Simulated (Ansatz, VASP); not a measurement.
**Pd in VASP and in Ansatz**

The input POSCAR:

```
Pd
1.0
    0.0000000000      1.9558504376      1.9558504376
    1.9558504376      0.0000000000      1.9558504376
    1.9558504376      1.9558504376      0.0000000000
Pd
1
Direct
    0.0000000000      0.0000000000      0.0000000000
```

File INCAR.step1:

```
PREC     = Accurate       # precision mode
ENCUT    = 520            # plane-wave cutoff, eV
ISMEAR   = 1              # smearing method
SIGMA    = 0.1            # smearing width, eV
LREAL    = False          # projectors in reciprocal space
LASPH    = True           # aspherical terms in the spheres
NELM     = 60             # most SCF steps
NBANDS   = 11             # bands
GGA      = PE             # functional
ALGO     = Normal         # electronic algorithm
EDIFF    = 1E-4           # SCF threshold, eV
LWAVE    = True           # write WAVECAR
LCHARG   = False          # write CHGCAR
```

Contents of INCAR.step2:

```
PREC     = Accurate       # precision mode
ENCUT    = 520            # plane-wave cutoff, eV
EDIFF    = 1E-6           # SCF threshold, eV
ISMEAR   = 1              # smearing method
SIGMA    = 0.1            # smearing width, eV
LREAL    = False          # projectors in reciprocal space
LASPH    = True           # aspherical terms in the spheres
NELM     = 60             # most SCF steps
ALGO     = Normal         # electronic algorithm
ISIF     = 2              # what is computed and relaxed
LWAVE    = False          # write WAVECAR
LCHARG   = False          # write CHGCAR
METAGGA  = R2SCAN         # meta-GGA
LMIXTAU  = True         
NBANDS   = 11             # bands
ISTART   = 1
```

KPOINTS

```
Automatic mesh
0
Gamma
  14 14 14
```

Input for Ansatz:

```yaml
crystal:
  lattice:
    - [0.0, 1.9558504376, 1.9558504376]
    - [1.9558504376, 0.0, 1.9558504376]
    - [1.9558504376, 1.9558504376, 0.0]
  atoms:
    - { symbol: Pd, position: [0.0, 0.0, 0.0] }
hamiltonian:
  xc: r2scan
  pseudopotentials:
    kind: paw
    azcp:
      Pd: "pseudopotentials/Pd.paw.azcp"
basis:
  ecutwfc: 500
  fft_grid_basis: typed
kpoints:
  mp_grid: { grid: [14, 14, 14], shift: [0, 0, 0] }
magnetization:
  spin_polarized: false
scf:
  occupations: { method: cold, width: 0.1 }
  lower_state_search: "off"
output:
  stress: true
```

Alike in both runs: task single point; functional r2SCAN; k mesh 14 × 14 × 14; no spin polarisation.

|  | VASP | Ansatz |
| --- | --- | --- |
| version | VASP 6.6.1 | Ansatz 0.2.0 |
| potentials or method | VASP PAW PBE potentials, release 64 (Pd), cutoff 520 eV | plane waves (500 eV) with PAW, scalar-relativistic |
| occupations | methfessel-paxton of order 1, width 0.1 eV | cold, width 0.1 eV |
| valence electrons in the cell | 10 | 18 |

Ansatz gave:

```
pressure (GPa) : -0.3
```

**Question.** Which values does VASP return?

**Answer.** Pressure (GPa): 0.3.

VASP's potentials were made for PBE, not for r2SCAN. VASP's potentials hold 10 valence electrons a cell and Ansatz's 18, so a difference there can come from the potentials and not from the codes.
